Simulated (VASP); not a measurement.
Crystal: SrO.

```
Sr O
1.0
     3.57679    0.00000    0.00000
    -1.78840    3.09759    0.00000
     0.00000    0.00000    6.24297
Sr O
2 2
Direct
  0.33333 0.66667 0.25000
  0.66667 0.33333 0.75000
  0.00000 0.00000 0.00000
  0.00000 0.00000 0.50000
```

```yaml
Program: VASP 6.6.1
Task: relaxation of cell and atoms
Functional: PBE
Dispersion: D3(BJ)
Potentials_or_basis: VASP PAW PBE potentials, release 64 (Sr_sv, O)
Cutoff: 600 eV
k_mesh: 9 × 9 × 4
Occupations: gaussian, width 0.02 eV
Spin: no spin polarisation
```

At the start: pressure -1.9 GPa; volume 17.29 Å³/atom.

Problem. How do energy, volume and symmetry change on relaxing?

Solution. Over 6 steps the energy falls by 2.3 meV/atom and the volume is 16.91 Å³/atom (-2.2 %); space group P6_3/mmc (No. 194, to 0.1 Å) before and after.

The path:
| step | energy change (eV) | largest force (eV/Å) | pressure (GPa) | volume (Å³) |
| --- | --- | --- | --- | --- |
| 1 | 0.0000 | 0.0000 | -1.87 | 69.17 |
| 2 | -0.0085 | 0.0000 | 0.59 | 67.17 |
| 3 | -0.0093 | 0.0000 | 0.00 | 67.61 |
| 4 | -0.0093 | 0.0000 | -0.04 | 67.64 |
| 5 | -0.0094 | 0.0000 | -0.04 | 67.63 |
| 6 | -0.0094 | 0.0000 | -0.04 | 67.63 |

Final structure:
```yaml
crystal:
  lattice:
    - [3.54773, 0.00000, 0.00000]
    - [-1.77387, 3.07243, 0.00000]
    - [0.00000, 0.00000, 6.20445]
  atoms:
    - { symbol: Sr, position: [0.33333, 0.66667, 0.25000] }
    - { symbol: Sr, position: [0.66667, 0.33333, 0.75000] }
    - { symbol: O, position: [0.00000, 0.00000, 0.00000] }
    - { symbol: O, position: [0.00000, 0.00000, 0.50000] }
```
